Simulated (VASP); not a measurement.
# Zn (Im-3m) in VASP: relaxation of cell and atoms with PBE

Aim: the relaxation of cell and atoms of Zn with PBE.

Everything below comes from runs of VASP 6.6.1. Logs are shortened: lines on timing, memory, paths and dates and some standing lists are left out, and cuts for length are marked.

### 1 The cell of the first run

The structure is cubic, space group Im-3m (No. 229). The conventional cell has a = 3.130 Å, b = 3.130 Å, c = 3.130 Å, α = 90.00°, β = 90.00°, γ = 90.00°. Within 3.6 Å of Zn (site symmetry m-3m) lie 14 Zn at 2.71 to 3.13 Å.

This isn't the form of Zn at room conditions, which is hcp.

### 2 Relaxation of cell and atoms, PBE

The input, INCAR:

```
SYSTEM = Zn
PREC = Accurate
ENCUT = 500
EDIFF = 1E-7
ISMEAR = 1
SIGMA = 0.05
LREAL = .False.
LASPH = .True.
NELM = 120
ALGO = Normal
ISIF = 3
LWAVE = .False.
LCHARG = .False.
GGA = PE
IBRION = 2
NSW = 60
EDIFFG = -0.01
GGA_COMPAT = .False.
NELMIN = 4
```

The input, KPOINTS:

```
Automatic mesh
0
Gamma
  9 9 9
  0 0 0
```

The input, POSCAR:

```
Zn
1.0
   -1.5650000000      1.5650000000      1.5650000000
    1.5650000000     -1.5650000000      1.5650000000
    1.5650000000      1.5650000000     -1.5650000000
Zn
1
Direct
    0.0000000000      0.0000000000      0.0000000000
```

Potentials or basis: VASP PAW PBE potentials, release 64 (Zn).

Run with:

```console
cat potpaw_PBE.64/Zn/POTCAR > POTCAR
mpirun -np 1 vasp_std > vasp.out
```

OUTCAR:

```text
SYSTEM = Zn
   PREC = Accurate
   ENCUT = 500
   EDIFF = 1E-7
   ISMEAR = 1
   LREAL = .False.
   LASPH = .True.
   NELM = 120
   ISIF = 3
   GGA = PE
   IBRION = 2
   NSW = 60
   EDIFFG = -0.01
   NELMIN = 4

 ion  position               nearest neighbor table
   1  0.000  0.000  0.000-

  LATTYP: Found a body centered cubic cell.
 ALAT       =     3.1300000000

  Lattice vectors:

 A1 = (  -1.5650000000,   1.5650000000,   1.5650000000)
 A2 = (   1.5650000000,  -1.5650000000,   1.5650000000)
 A3 = (   1.5650000000,   1.5650000000,  -1.5650000000)

Analysis of symmetry for initial positions (statically):
=====================================================================
 Subroutine PRICEL returns:
 Original cell was already a primitive cell.

 Routine SETGRP: Setting up the symmetry group for a
 body centered cubic supercell.

 Subroutine GETGRP returns: Found 48 space group operations
 (whereof 48 operations were pure point group operations)
 out of a pool of 48 trial point group operations.

The static configuration has the point symmetry O_h .

Analysis of symmetry for dynamics (positions and initial velocities):
=====================================================================
 Subroutine PRICEL returns:
 Original cell was already a primitive cell.

 Routine SETGRP: Setting up the symmetry group for a
 body centered cubic supercell.

 Subroutine GETGRP returns: Found 48 space group operations
 (whereof 48 operations were pure point group operations)
 out of a pool of 48 trial point group operations.

The dynamic configuration has the point symmetry O_h .

 Subroutine INISYM returns: Found 48 space group operations
 (whereof 48 operations are pure point group operations),
 and found     1 'primitive' translations

----------------------------------------------------------------------------------------

                                     Primitive cell

  volume of cell :      15.3321

  direct lattice vectors                    reciprocal lattice vectors
    -1.565000000  1.565000000  1.565000000     0.000000000  0.319488818  0.319488818
     1.565000000 -1.565000000  1.565000000     0.319488818  0.000000000  0.319488818
     1.565000000  1.565000000 -1.565000000     0.319488818  0.319488818  0.000000000

  length of vectors
     2.710659514  2.710659514  2.710659514     0.451825419  0.451825419  0.451825419

  position of ions in fractional coordinates (direct lattice)
     0.000000000  0.000000000  0.000000000

  ion indices of the primitive-cell ions
   primitive index   ion index
                 1           1

----------------------------------------------------------------------------------------

 KPOINTS: Automatic mesh

Automatic generation of k-mesh.
 Grid dimensions read from file:
 generate k-points for:    9    9    9

 Generating k-lattice:

  Cartesian coordinates                     Fractional coordinates (reciprocal lattice)
     0.000000000  0.035498758  0.035498758     0.111111111  0.000000000  0.000000000
     0.035498758  0.000000000  0.035498758     0.000000000  0.111111111  0.000000000
     0.035498758  0.035498758  0.000000000     0.000000000  0.000000000  0.111111111

  Length of vectors
     0.050202824  0.050202824  0.050202824

  Shift w.r.t. Gamma in fractional coordinates (k-lattice)
     0.000000000  0.000000000  0.000000000

 Subroutine IBZKPT returns following result:
 ===========================================

 Found     35 irreducible k-points:

 Following reciprocal coordinates:
            Coordinates               Weight
  0.000000  0.000000  0.000000      1.000000
  0.111111  0.000000  0.000000     12.000000
  0.222222  0.000000  0.000000     12.000000
  0.333333  0.000000  0.000000     12.000000
  0.444444  0.000000  0.000000     12.000000
  0.111111  0.111111  0.000000     24.000000
[... 16 lines left out ...]
 -0.333333  0.444444  0.111111     48.000000
 -0.444444 -0.444444  0.111111     24.000000
 [... further k-points ...]
   k-points           NKPTS =     35   k-points in BZ     NKDIM =     35   number of bands    NBANDS=     10
   number of dos      NEDOS =    301   number of ions     NIONS =      1
   total plane-waves  NPLWV =   8000
   dimension x,y,z NGX =    20 NGY =   20 NGZ =   20
   dimension x,y,z NGXF=    40 NGYF=   40 NGZF=   40
   ions per type =               1
   NGX,Y,Z   is equivalent  to a cutoff of  12.27, 12.27, 12.27 a.u.
   NGXF,Y,Z  is equivalent  to a cutoff of  24.53, 24.53, 24.53 a.u.
 SYSTEM =  Zn
   PREC   = accura    normal or accurate (medium, high low for compatibility)
   ISTART =      0    job   : 0-new  1-cont  2-samecut
   ICHARG =      2    charge: 1-file 2-atom 10-const
   ISPIN  =      1    spin polarized calculation?
   LNONCOLLINEAR =      F non collinear calculations
   LSORBIT =      F    spin-orbit coupling
   LASPH  =      T    aspherical Exc in radial PAW
   ENCUT  =  500.0 eV  36.75 Ry    6.06 a.u.   4.94  4.94  4.94*2*pi/ulx,y,z
   NELM   =    120;   NELMIN=  4; NELMDL= -5     # of ELM steps
   EDIFF  = 0.1E-06   stopping-criterion for ELM
   LREAL  =      F    real-space projection
   EDIFFG = -.1E-01   stopping-criterion for IOM
   NSW    =     60    number of steps for IOM
   IBRION =      2    ionic relax: 0-MD 1-quasi-New 2-CG
   NFREE  =      1    steps in history (QN), initial steepest desc. (CG)
   ISIF   =      3    stress and relaxation
   ISYM   =      2    0-nonsym 1-usesym 2-fastsym
   POTIM  = 0.5000    time-step for ionic-motion
   TEBEG  =    0.0;   TEEND  =   0.0 temperature during run
   PSTRESS=    0.0 pullay stress
   NELECT =      12.0000    total number of electrons
   NUPDOWN=      -1.0000    fix difference up-down
   EMIN   =  10.00;   EMAX   =-10.00  energy-range for DOS
   EFERMI =   0.00;   METHOD = LEGACY
   ISMEAR =     1;   SIGMA  =   0.05  broadening in eV -4-tet -1-fermi 0-gaus
   EFERMI_NEDOS =   21; number of points for ismear=-14 and -15
   IALGO  =     38    algorithm
   IMIX   =      4    mixing-type and parameters
     AMIX     =   0.40;   BMIX     =  1.00
     AMIX_MAG =   1.60;   BMIX_MAG =  1.00
  volume/ion in A,a.u.               =      15.33       103.47
  Fermi-wavevector in a.u.,A,eV,Ry     =   1.508693  2.851017 30.968968  2.276155
  Thomas-Fermi vector in A             =   2.619114
   LORBIT       =      0    0 simple, 1 ext, 2 COOP (PROOUT), +10 PAW based schemes
   GGA     = PE    functional components
   LHFCALC =     F    Hartree Fock is set to
   AEXX    =    0.0000 exact exchange contribution
   IVDW    =     0    specifies the selected vdW correction
   LEPSILON=     F    determine dielectric tensor
   LRPA    =     F    only Hartree local field effects (RPA)
 conjugate gradient relaxation of ions
 non-spin polarized calculation
 Methfessel and Paxton  Order N= 1 SIGMA  =   0.05
  energy-cutoff  :      500.00
  volume of cell :       15.33
 maximum number of plane-waves:       402
   NGX =  9   NGY =  9   NGZ =  9

--------------------------------------- Ionic step        1  -------------------------------------------

 number of electron      12.0000024 magnetization

 Free energy of the ion-electron system (eV)
  ---------------------------------------------------
  ext. energy  EPLUGINS =         0.00000000
  ---------------------------------------------------
  free energy    TOTEN  =        -1.01201812 eV

  energy without entropy =       -1.01199995  energy(sigma->0) =       -1.01201207

------------------------ aborting loop because EDIFF is reached ----------------------------------------

  FORCE on cell =-STRESS in cart. coord.  units (eV):
  Direction    XX          YY          ZZ          XY          YZ          ZX
  --------------------------------------------------------------------------------------
  -------------------------------------------------------------------------------------
  Total        0.0182625      0.0182625      0.0182625     -0.0000000      0.0000000     -0.0000000
  in kB        1.9083909      1.9083909      1.9083909     -0.0000000      0.0000000     -0.0000000
  external PRESSURE =       1.9083909 kB  Pullay stress =       0.0000000 kB

 VOLUME and BASIS-vectors are now :
 -----------------------------------------------------------------------------
  energy-cutoff  :      500.00
  volume of cell :       15.33
      direct lattice vectors                 reciprocal lattice vectors
    -1.565000000  1.565000000  1.565000000     0.000000000  0.319488818  0.319488818
     1.565000000 -1.565000000  1.565000000     0.319488818  0.000000000  0.319488818
     1.565000000  1.565000000 -1.565000000     0.319488818  0.319488818  0.000000000

 POSITION                                       TOTAL-FORCE (eV/Angst)
 -----------------------------------------------------------------------------------
      0.00000      0.00000      0.00000        -0.000000      0.000000     -0.000000
 -----------------------------------------------------------------------------------
    total drift:                                0.000000     -0.000000      0.000000

  FREE ENERGIE OF THE ION-ELECTRON SYSTEM (eV)
  ---------------------------------------------------
  free  energy   TOTEN  =        -1.0120181217 eV

  energy  without entropy=       -1.0119999540  energy(sigma->0) =       -1.01201207

--------------------------------------- Ionic step        2  -------------------------------------------

 number of electron      12.0000024 magnetization

 Free energy of the ion-electron system (eV)
  ---------------------------------------------------
  ext. energy  EPLUGINS =         0.00000000
  ---------------------------------------------------
  free energy    TOTEN  =        -1.01204453 eV

  energy without entropy =       -1.01202864  energy(sigma->0) =       -1.01203923

 E-fermi :   3.0449     XC(G=0): -11.5112

 val. band max:        3.0123720019   @ k =   0.3333   0.2222   0.1111
 cond. band min:       3.3647498903   @ k =   0.4444   0.0000   0.0000
 fundamental gap:      0.3523778884
 Fermi energy:         3.0449447683

 k-point     1 :       0.0000    0.0000    0.0000
  band No.  band energies     occupation
      1      -7.2542      2.00000
      2      -4.6509      2.00000
      3      -4.6509      2.00000
      4      -4.6509      2.00000
      5      -4.1500      2.00000
      6      -4.1500      2.00000
      7      22.1694      0.00000
      8      22.1694      0.00000
      9      22.1694      0.00000
     10      23.8803      0.00000

 k-point     2 :       0.1111    0.0000    0.0000
  band No.  band energies     occupation
      1      -6.8672      2.00000
      2      -4.6865      2.00000
      3      -4.6411      2.00000
      4      -4.5609      2.00000
      5      -4.1809      2.00000
      6      -4.1477      2.00000
      7      17.9830      0.00000
      8      20.0613      0.00000
      9      20.6527      0.00000
     10      22.0066      0.00000

 k-point     3 :       0.2222    0.0000    0.0000
  band No.  band energies     occupation
      1      -5.8429      2.00000
      2      -4.7763      2.00000
      3      -4.5133      2.00000
      4      -4.3247      2.00000
      5      -4.2183      2.00000
      6      -4.1403      2.00000
      7      12.4825      0.00000
      8      17.4891      0.00000
      9      18.4052      0.00000
     10      20.2215      0.00000
[... 248 lines left out ...]
 k-point    23 :      -0.3333    0.4444    0.1111
  band No.  band energies     occupation
      1      -4.9822      2.00000
      2      -4.7500      2.00000
      3      -4.5078      2.00000
      4      -4.2650      2.00000
      5      -3.9788      2.00000
      6      -0.7826      2.00000
      7       6.3103      0.00000
      8       9.6483      0.00000
      9      16.3157      0.00000
     10      19.4369      0.00000

 k-point    24 :      -0.4444   -0.4444    0.1111
  band No.  band energies     occupation
      1      -5.0324      2.00000
      2      -4.7548      2.00000
      3      -4.5101      2.00000
      4      -4.2336      2.00000
      5      -3.8938      2.00000
      6       1.9391      2.00000
      7       2.8396      2.00000
      8       9.2212      0.00000
      9      15.9288      0.00000
     10      20.0838      0.00000

 [... further k-points ...]

------------------------ aborting loop because EDIFF is reached ----------------------------------------

  FORCE on cell =-STRESS in cart. coord.  units (eV):
  Direction    XX          YY          ZZ          XY          YZ          ZX
  --------------------------------------------------------------------------------------
  -------------------------------------------------------------------------------------
  Total        0.0024498      0.0024498      0.0024498      0.0000000      0.0000000     -0.0000000
  in kB        0.2553248      0.2553248      0.2553248      0.0000000      0.0000000     -0.0000000
  external PRESSURE =       0.2553248 kB  Pullay stress =       0.0000000 kB

 VOLUME and BASIS-vectors are now :
 -----------------------------------------------------------------------------
  energy-cutoff  :      500.00
  volume of cell :       15.37
      direct lattice vectors                 reciprocal lattice vectors
    -1.566378813  1.566378813  1.566378813     0.000000000  0.319207586  0.319207586
     1.566378813 -1.566378813  1.566378813     0.319207586  0.000000000  0.319207586
     1.566378813  1.566378813 -1.566378813     0.319207586  0.319207586  0.000000000

 POSITION                                       TOTAL-FORCE (eV/Angst)
 -----------------------------------------------------------------------------------
      0.00000      0.00000      3.13276        -0.000000     -0.000000     -0.000000
 -----------------------------------------------------------------------------------
    total drift:                               -0.000000     -0.000000      0.000000

  FREE ENERGIE OF THE ION-ELECTRON SYSTEM (eV)
  ---------------------------------------------------
  free  energy   TOTEN  =        -1.0120445287 eV

  energy  without entropy=       -1.0120286406  energy(sigma->0) =       -1.01203923

 reached required accuracy - stopping structural energy minimisation
```

Wall time 7 s (1 thread of Intel Xeon Platinum 8259CL at 2.50GHz (Skylake/Cascade Lake), shared host); peak memory 0.12 GiB.

Results:

| Item | Value |
| --- | --- |
| Free energy | -1.0120 eV |
| Relaxed volume | 15.37 Å³/atom |
| Relaxed cell | a = 2.713 Å, b = 2.713 Å, c = 2.713 Å, α = 109.47°, β = 109.47°, γ = 109.47° |
| Space group after relaxing (to 0.1 Å) | Im-3m (No. 229) |
| Energy gained by relaxing | 0.0 meV/atom |
| Ionic steps | 2 |
| Pressure after relaxing | 0.0 GPa |
| Band gap on the k mesh | zero (bands 6 and 7 overlap by 3.56 eV) |

Final structure:
```yaml
crystal:
  lattice:
    - [-1.56638, 1.56638, 1.56638]
    - [1.56638, -1.56638, 1.56638]
    - [1.56638, 1.56638, -1.56638]
  atoms:
    - { symbol: Zn, position: [0.00000, 0.00000, 0.00000] }
```

Levels at points of the mesh, in eV from the Fermi level:
```
           k point  band 3  band 4  band 5  band 6  band 7  band 8  band 9  band 10
(0.00, 0.00, 0.00)   -7.70   -7.70   -7.19   -7.19   19.12   19.12   19.12    20.84
```
